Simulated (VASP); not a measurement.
# Si4O7 (a cell with a defect) in VASP: a series of runs

Si4O7 (a cell with a defect) is run at these levels: PBE; tasks: single point.

Everything below comes from runs of VASP 6.6.1. Logs are shortened: lines on timing, memory, paths and dates and some standing lists are left out, and cuts for length are marked.

### 1 The cell of the first run

The cell holds a defect, 11 atoms: a = 5.080 Å, b = 5.080 Å, c = 7.091 Å, α = 90.00°, β = 90.00°, γ = 90.00°.

### 2 Single point, PBE

INCAR

```
SYSTEM = Si4O7
  ALGO = Normal
  EDIFF = 1E-6
  ENCUT = 520
  GGA = PE
  ISIF = 2
  ISMEAR = 0
  LASPH = .True.
  LCHARG = .True.
  LELF = .True.
  LREAL = .False.
  LVHAR = .True.
  LWAVE = .False.
  NBANDS = 40
  NELM = 80
  PREC = Accurate
  SIGMA = 0.05
```

KPOINTS

```
k-points
0
Gamma
  4 4 4
  0 0 0
```

POSCAR

```
Si4O7
1.0
    5.0799801732      0.0000000000      0.0000000000
    0.0000000000      5.0799801732      0.0000000000
    0.0000000000      0.0000000000      7.0914769300
Si O
4 7
Direct
    0.2944292339      0.2944292339      0.0000000000
    0.2055707661      0.7944292339      0.2500000000
    0.7055707661      0.7055707661      0.5000000000
    0.7944292339      0.2055707661      0.7500000000
    0.4053663613      0.7409644515      0.4248320116
    0.7590355485      0.9053663613      0.6748320116
    0.5946336387      0.2590355485      0.9248320116
    0.7409644515      0.4053663613      0.5751679884
    0.9958878913      0.7334193780      0.2846175710
    0.2590355485      0.5946336387      0.0751679884
    0.0946336387      0.2409644515      0.8251679884
```

Potentials or basis: VASP PAW PBE potentials, release 64 (Si, O).

The run is started by

```console
cat potpaw_PBE.64/Si/POTCAR potpaw_PBE.64/O/POTCAR > POTCAR
mpirun -np 1 vasp_std > vasp.out
```

OUTCAR:

```text
SYSTEM = Si4O7
   EDIFF = 1E-6
   ENCUT = 520
   GGA = PE
   ISIF = 2
   ISMEAR = 0
   LASPH = .True.
   LREAL = .False.
   NELM = 80
   PREC = Accurate

 ion  position               nearest neighbor table
   1  0.294  0.294  0.000-  11 1.63  10 1.63   7 1.63   4 3.13   2 3.13   2 3.13   4 3.13
   2  0.206  0.794  0.250-   9 1.14   5 1.63  10 1.63   3 3.13   1 3.13   1 3.13   3 3.13
   3  0.706  0.706  0.500-   6 1.63   5 1.63   8 1.63   9 2.13   2 3.13   4 3.13   4 3.13   2 3.13

   4  0.794  0.206  0.750-   7 1.63   8 1.63   6 1.63  11 1.63   1 3.13   3 3.13   3 3.13   1 3.13

   5  0.405  0.741  0.425-   2 1.63   3 1.63
   6  0.759  0.905  0.675-   3 1.63   4 1.63
   7  0.595  0.259  0.925-   4 1.63   1 1.63
   8  0.741  0.405  0.575-   4 1.63   3 1.63
   9  0.996  0.733  0.285-   2 1.14   3 2.13
  10  0.259  0.595  0.075-   2 1.63   1 1.63
  11  0.095  0.241  0.825-   1 1.63   4 1.63

 -----------------------------------------------------------------------------
|                                                                             |
|           W    W    AA    RRRRR   N    N  II  N    N   GGGG   !!!           |
|           W    W   A  A   R    R  NN   N  II  NN   N  G    G  !!!           |
|           W    W  A    A  R    R  N N  N  II  N N  N  G       !!!           |
|           W WW W  AAAAAA  RRRRR   N  N N  II  N  N N  G  GGG   !            |
|           WW  WW  A    A  R   R   N   NN  II  N   NN  G    G                |
|           W    W  A    A  R    R  N    N  II  N    N   GGGG   !!!           |
|                                                                             |
|     The distance between some ions is very small. Please check the          |
|     nearest-neighbor list in the OUTCAR file.                               |
|     I HOPE YOU KNOW WHAT YOU ARE DOING!                                     |
|                                                                             |
 -----------------------------------------------------------------------------

  LATTYP: Found a simple tetragonal cell.
 ALAT       =     5.0799801732
 C/A-ratio  =     1.3959654739

  Lattice vectors:

 A1 = (   5.0799801732,   0.0000000000,   0.0000000000)
 A2 = (   0.0000000000,   5.0799801732,   0.0000000000)
 A3 = (   0.0000000000,   0.0000000000,   7.0914769300)

Analysis of symmetry for initial positions (statically):
=====================================================================
 Subroutine PRICEL returns:
 Original cell was already a primitive cell.

 Routine SETGRP: Setting up the symmetry group for a
 simple tetragonal supercell.

 Subroutine GETGRP returns: Found  1 space group operations
 (whereof  1 operations were pure point group operations)
 out of a pool of 16 trial point group operations.

The static configuration has the point symmetry C_1 .

Analysis of symmetry for dynamics (positions and initial velocities):
=====================================================================
 Subroutine PRICEL returns:
 Original cell was already a primitive cell.

 Routine SETGRP: Setting up the symmetry group for a
 simple tetragonal supercell.

 Subroutine GETGRP returns: Found  1 space group operations
 (whereof  1 operations were pure point group operations)
 out of a pool of 16 trial point group operations.

The dynamic configuration has the point symmetry C_1 .

 Subroutine INISYM returns: Found  1 space group operations
 (whereof  1 operations are pure point group operations),
 and found     1 'primitive' translations

----------------------------------------------------------------------------------------

                                     Primitive cell

  volume of cell :     183.0041

  direct lattice vectors                    reciprocal lattice vectors
     5.079980173  0.000000000  0.000000000     0.196851162  0.000000000  0.000000000
     0.000000000  5.079980173  0.000000000     0.000000000  0.196851162  0.000000000
     0.000000000  0.000000000  7.091476930     0.000000000  0.000000000  0.141014349

  length of vectors
     5.079980173  5.079980173  7.091476930     0.196851162  0.196851162  0.141014349

  position of ions in fractional coordinates (direct lattice)
     0.294429234  0.294429234  0.000000000
     0.205570766  0.794429234  0.250000000
     0.705570766  0.705570766  0.500000000
     0.794429234  0.205570766  0.750000000
     0.405366361  0.740964451  0.424832012
     0.759035549  0.905366361  0.674832012
     0.594633639  0.259035549  0.924832012
[... 33 lines left out ...]

  Length of vectors
     0.049212790  0.049212790  0.035253587

  Shift w.r.t. Gamma in fractional coordinates (k-lattice)
     0.000000000  0.000000000  0.000000000

 Subroutine IBZKPT returns following result:
 ===========================================

 Found     36 irreducible k-points:

 Following reciprocal coordinates:
            Coordinates               Weight
  0.000000  0.000000  0.000000      1.000000
  0.250000  0.000000  0.000000      2.000000
  0.000000  0.250000  0.000000      2.000000
  0.500000  0.000000  0.000000      1.000000
  0.000000  0.500000  0.000000      1.000000
  0.250000  0.250000  0.000000      2.000000
[... 16 lines left out ...]
 -0.250000  0.500000  0.250000      2.000000
  0.500000 -0.250000  0.250000      2.000000
 [... further k-points ...]
   k-points           NKPTS =     36   k-points in BZ     NKDIM =     36   number of bands    NBANDS=     40
   number of dos      NEDOS =    301   number of ions     NIONS =     11
   total plane-waves  NPLWV =  86400
   dimension x,y,z NGX =    40 NGY =   40 NGZ =   54
   dimension x,y,z NGXF=    80 NGYF=   80 NGZF=  108
   ions per type =               4   7
   NGX,Y,Z   is equivalent  to a cutoff of  13.09, 13.09, 12.66 a.u.
   NGXF,Y,Z  is equivalent  to a cutoff of  26.18, 26.18, 25.32 a.u.
 SYSTEM =  Si4O7
   PREC   = accura    normal or accurate (medium, high low for compatibility)
   ISTART =      0    job   : 0-new  1-cont  2-samecut
   ICHARG =      2    charge: 1-file 2-atom 10-const
   ISPIN  =      1    spin polarized calculation?
   LNONCOLLINEAR =      F non collinear calculations
   LSORBIT =      F    spin-orbit coupling
   LASPH  =      T    aspherical Exc in radial PAW
   ENCUT  =  520.0 eV  38.22 Ry    6.18 a.u.   9.45  9.45 13.19*2*pi/ulx,y,z
   NELM   =     80;   NELMIN=  2; NELMDL= -5     # of ELM steps
   EDIFF  = 0.1E-05   stopping-criterion for ELM
   LREAL  =      F    real-space projection
   EDIFFG = 0.1E-04   stopping-criterion for IOM
   NSW    =      0    number of steps for IOM
   IBRION =     -1    ionic relax: 0-MD 1-quasi-New 2-CG
   NFREE  =      0    steps in history (QN), initial steepest desc. (CG)
   ISIF   =      2    stress and relaxation
   ISYM   =      2    0-nonsym 1-usesym 2-fastsym
   POTIM  = 0.5000    time-step for ionic-motion
   TEBEG  =    0.0;   TEEND  =   0.0 temperature during run
   PSTRESS=    0.0 pullay stress
   NELECT =      58.0000    total number of electrons
   NUPDOWN=      -1.0000    fix difference up-down
   EMIN   =  10.00;   EMAX   =-10.00  energy-range for DOS
   EFERMI =   0.00;   METHOD = LEGACY
   ISMEAR =     0;   SIGMA  =   0.05  broadening in eV -4-tet -1-fermi 0-gaus
   EFERMI_NEDOS =   21; number of points for ismear=-14 and -15
   IALGO  =     38    algorithm
   IMIX   =      4    mixing-type and parameters
     AMIX     =   0.40;   BMIX     =  1.00
     AMIX_MAG =   1.60;   BMIX_MAG =  1.00
  volume/ion in A,a.u.               =      16.64       112.27
  Fermi-wavevector in a.u.,A,eV,Ry     =   1.116171  2.109257 16.950639  1.245837
  Thomas-Fermi vector in A             =   2.252782
   LORBIT       =      0    0 simple, 1 ext, 2 COOP (PROOUT), +10 PAW based schemes
   GGA     = PE    functional components
   LHFCALC =     F    Hartree Fock is set to
   AEXX    =    0.0000 exact exchange contribution
   IVDW    =     0    specifies the selected vdW correction
   LEPSILON=     F    determine dielectric tensor
   LRPA    =     F    only Hartree local field effects (RPA)
 non-spin polarized calculation
 Gauss-broadening in eV      SIGMA  =   0.05
  energy-cutoff  :      520.00
  volume of cell :      183.00
 maximum number of plane-waves:      4954
 NGX is ok and might be reduce to    40
   NGX = 19   NGY = 19   NGZ = 27

 number of electron      57.9999988 magnetization

 Free energy of the ion-electron system (eV)
  ---------------------------------------------------
  ext. energy  EPLUGINS =         0.00000000
  ---------------------------------------------------
  free energy    TOTEN  =       -71.63532386 eV

  energy without entropy =      -71.63532386  energy(sigma->0) =      -71.63532386

 E-fermi :   2.5222     XC(G=0):  -7.8811

 val. band max:        2.2171583259   @ k =   0.5000   0.5000   0.5000
 cond. band min:       4.1706469422   @ k =   0.0000   0.0000   0.5000
 fundamental gap:      1.9534886162
 Fermi energy:         2.5221724931

 k-point     1 :       0.0000    0.0000    0.0000
  band No.  band energies     occupation
      1     -20.2167      2.00000
      2     -19.7265      2.00000
      3     -18.7925      2.00000
      4     -18.5562      2.00000
      5     -18.3566      2.00000
      6     -17.7187      2.00000
[... 1021 lines left out ...]
     39       9.7064      0.00000
     40      10.0146      0.00000

 [... further k-points ...]

------------------------ aborting loop because EDIFF is reached ----------------------------------------

  FORCE on cell =-STRESS in cart. coord.  units (eV):
  Direction    XX          YY          ZZ          XY          YZ          ZX
  --------------------------------------------------------------------------------------
  -------------------------------------------------------------------------------------
  Total       63.5411590      1.4864470      2.1299221     15.2058885      0.4854909    -11.4840795
  in kB      556.2947810     13.0136550     18.6471978    133.1256234      4.2504113   -100.5416585
  external PRESSURE =     195.9852113 kB  Pullay stress =       0.0000000 kB

 VOLUME and BASIS-vectors are now :
 -----------------------------------------------------------------------------
  energy-cutoff  :      520.00
  volume of cell :      183.00
      direct lattice vectors                 reciprocal lattice vectors
     5.079980173  0.000000000  0.000000000     0.196851162  0.000000000  0.000000000
     0.000000000  5.079980173  0.000000000     0.000000000  0.196851162  0.000000000
     0.000000000  0.000000000  7.091476930     0.000000000  0.000000000  0.141014349

 POSITION                                       TOTAL-FORCE (eV/Angst)
 -----------------------------------------------------------------------------------
      1.49569      1.49569      0.00000        -0.443309     -1.554786      2.501064
      1.04430      4.03568      1.77287        56.910385     17.844943    -16.414210
      3.58429      3.58429      3.54574         0.466013     -0.438669     -0.889683
      4.03568      1.04430      5.31861         0.431904      0.460039      1.241492
      2.05925      3.76408      3.01269         2.803481      0.098770      0.941510
      3.85589      4.59924      4.78556         0.300086     -0.603629     -1.192635
      3.02073      1.31590      6.55842         0.856200     -0.102929     -0.842048
      3.76408      2.05925      4.07879         0.169931      0.697162     -0.901964
      5.05909      3.72576      2.01836       -63.099319    -15.223190     18.724971
      1.31590      3.02073      0.53305         2.196681     -1.132649     -2.178205
      0.48074      1.22409      5.85166        -0.592053     -0.045063     -0.990292
 -----------------------------------------------------------------------------------
    total drift:                                0.000909     -0.000483      0.000208

  FREE ENERGIE OF THE ION-ELECTRON SYSTEM (eV)
  ---------------------------------------------------
  free  energy   TOTEN  =       -71.6353238588 eV

  energy  without entropy=      -71.6353238588  energy(sigma->0) =      -71.63532386
```

It took 7.3 min on 1 thread of Intel Xeon 8259CL, shared host; peak memory 0.39 GiB.

What came out:

* Free energy: -71.6353 eV
* Pressure: 19.6 GPa
* Largest force: 67.557 eV/Å
* Band gap on the k mesh: 1.95 eV

Forces on the atoms (eV/Å):
```
Si   -0.443  -1.555   2.501
Si   56.910  17.845 -16.414
Si    0.466  -0.439  -0.890
Si    0.432   0.460   1.241
O     2.803   0.099   0.942
O     0.300  -0.604  -1.193
O     0.856  -0.103  -0.842
O     0.170   0.697  -0.902
O   -63.099 -15.223  18.725
O     2.197  -1.133  -2.178
O    -0.592  -0.045  -0.990
```

Levels at points of the mesh, in eV from the valence-band top:
```csv
k point,band 25,band 26,band 27,band 28,band 29,band 30,band 31,band 32,band 33,band 34
"(0.00, 0.00, 0.00)",-3.81,-3.55,-3.31,-2.64,-1.20,2.06,3.89,4.62,5.40,5.51
"(0.50, 0.00, 0.00)",-4.04,-3.71,-3.51,-2.74,-0.92,2.25,3.83,4.55,5.13,5.42
"(0.00, 0.50, 0.00)",-3.74,-3.53,-3.32,-2.74,-0.08,2.16,3.06,4.81,5.11,5.60
"(0.50, 0.50, 0.00)",-4.05,-3.93,-3.27,-2.61,-0.06,2.46,3.07,4.22,5.25,5.59
"(0.00, 0.00, 0.50)",-3.68,-3.54,-3.39,-2.80,-0.96,1.95,3.56,4.84,5.16,5.68
"(0.50, 0.00, 0.50)",-4.07,-3.89,-3.34,-2.66,-1.01,2.27,3.80,4.54,5.04,5.66
"(0.00, 0.50, 0.50)",-3.93,-3.51,-3.29,-2.59,-0.15,2.26,3.11,4.32,5.57,5.73
"(0.50, 0.50, 0.50)",-4.08,-3.96,-3.34,-2.67,0.00,2.48,3.01,4.69,4.89,5.55
```

Caveat: the cell differs from its parent crystal (atoms taken out, atom 9 moved 0.125 of the way to it and -0.450 Å across, host rigid); atoms lie so close that the PAW spheres overlap strongly, which falsifies energies and pressures.

### 3 Single point, PBE

INCAR

```
PREC = Accurate ; ENCUT = 520
EDIFF = 1E-7 ; ISMEAR = 0
SIGMA = 0.05 ; LREAL = False
LASPH = True ; NELM = 60
ALGO = Normal ; ISIF = 2
LWAVE = False ; LCHARG = False
GGA = PE ; NBANDS = 40
```

KPOINTS

```
Automatic mesh
0
Gamma
  4 4 4
```

Edit POSCAR of step 2 so:

```diff
@@ -16,3 +16,3 @@
     0.7409644515      0.4053663613      0.5751679884
-    0.9958878913      0.7334193780      0.2846175710
+    1.0179716300      1.1039162184      0.2747248435
     0.2590355485      0.5946336387      0.0751679884
```

Potentials or basis: VASP PAW PBE potentials, release 64 (Si, O).

The run is started by

```console
cat potpaw_PBE.64/Si/POTCAR potpaw_PBE.64/O/POTCAR > POTCAR
mpirun -np 1 vasp_std > vasp.out
```

Run time: 6.9 min. Hardware: 1 thread of Intel Xeon 8259CL, shared host; peak memory 0.38 GiB.

The run converged. Its results:

| Quantity | Value |
| --- | --- |
| Free energy | -79.0018 eV |
| Pressure | -3.5 GPa |
| Largest force | 5.758 eV/Å |
| Band gap on the k mesh | zero (bands 29 and 30 overlap by 0.01 eV) |

Forces in eV/Å, atoms in the order of the input:
```
Si  -0.926 -0.933  0.626
Si  -4.132  3.317  2.205
Si   2.323  0.165 -1.145
Si   0.108 -0.318 -0.746
O   -0.513  0.215 -0.679
O   -0.166  0.238  0.674
O   -0.416  0.075  0.493
O   -0.297 -0.287  0.587
O    3.772 -3.622 -2.410
O   -0.011  1.131  0.220
O    0.258  0.019  0.175
```

Stress tensor (GPa, compression positive):
```
-4.06  2.26  4.24
 2.26 -4.11  0.47
 4.24  0.47 -2.33
```

Levels at points of the mesh, in eV from the Fermi level:
| k point | band 26 | band 27 | band 28 | band 29 | band 30 | band 31 | band 32 | band 33 |
| --- | --- | --- | --- | --- | --- | --- | --- | --- |
| (0.00, 0.00, 0.00) | -3.74 | -3.55 | -2.38 | -1.38 | 0.11 | 2.97 | 3.84 | 4.19 |
| (0.50, 0.00, 0.00) | -3.65 | -3.53 | -2.42 | -0.42 | 0.23 | 2.19 | 3.74 | 4.54 |
| (0.00, 0.50, 0.00) | -3.90 | -3.48 | -2.37 | -0.61 | 0.36 | 2.19 | 3.55 | 4.59 |
| (0.50, 0.50, 0.00) | -3.92 | -3.41 | -2.39 | -0.11 | 0.78 | 2.08 | 2.83 | 4.16 |
| (0.00, 0.00, 0.50) | -3.67 | -3.54 | -2.42 | -1.02 | 0.00 | 2.78 | 3.31 | 4.56 |
| (0.50, 0.00, 0.50) | -3.64 | -3.54 | -2.42 | -0.64 | 0.39 | 2.21 | 3.81 | 4.27 |
| (0.00, 0.50, 0.50) | -3.83 | -3.45 | -2.38 | -0.76 | 0.55 | 2.19 | 3.60 | 4.34 |
| (0.50, 0.50, 0.50) | -3.94 | -3.38 | -2.43 | 0.00 | 0.69 | 2.08 | 2.83 | 4.35 |

Caveat: the cell differs from its parent crystal (atoms taken out, atom 9 moved 0.625 of the way to it and +0.900 Å across, host rigid).

(Part 1 of 2 ends here.)

The gap in the log of VASP goes by the Fermi energy; the results here count the filled bands.